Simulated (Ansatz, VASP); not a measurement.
# Ta2N in VASP and in Ansatz

```
Ta N
1.0
     3.11286    0.00000    0.00000
    -1.55643    2.69582    0.00000
     0.00000    0.00000    4.86984
Ta N
2 1
Cartesian
  0.0000 1.7972 1.2404
  1.5564 0.8986 3.6294
  0.0000 0.0000 0.0000
```

Alike in both runs: functional r2SCAN; k mesh 10 × 10 × 6; occupations fermi-dirac, width 0.05 eV; no spin polarisation; Hubbard terms Ta d U = 6.0 eV.

|  | VASP | Ansatz |
| --- | --- | --- |
| version | VASP 6.6.1 | Ansatz 0.2.0 |
| potentials or method | VASP PAW PBE potentials, release 64 (Ta_pv, N) | Ansatz PAW |
| plane-wave cutoff (eV) | 520 | 500 |
| valence electrons in the cell | 27 | 31 |
| task | single point | band structure |

VASP gave:

```
gap on the k mesh at the Fermi level (eV)                     : none
pressure (GPa)                                                : 13.2
traceless stress, the component that is largest in VASP (GPa) : 5.68
rms of the force components (eV/Å)                            : 0.422
```

Task: What did Ansatz give for the same quantities?

Result: gap on the k mesh at the Fermi level (eV): none; pressure (GPa): -0.3; traceless stress, the component that is largest in VASP (GPa): 8.01; rms of the force components (eV/Å): 0.157.

VASP's potentials were made for PBE, not for r2SCAN. The programs project onto different local orbitals, so the same U acts differently, and such runs can settle in different states. Atom by atom the forces differ by 0.265 eV/Å (rms over components). A gap of «none» marks a metal or a gap that the smearing closes. VASP's potentials hold 27 valence electrons a cell and Ansatz's 31, so a difference there can come from the potentials and not from the codes.

Spin-orbit coupling is off throughout.
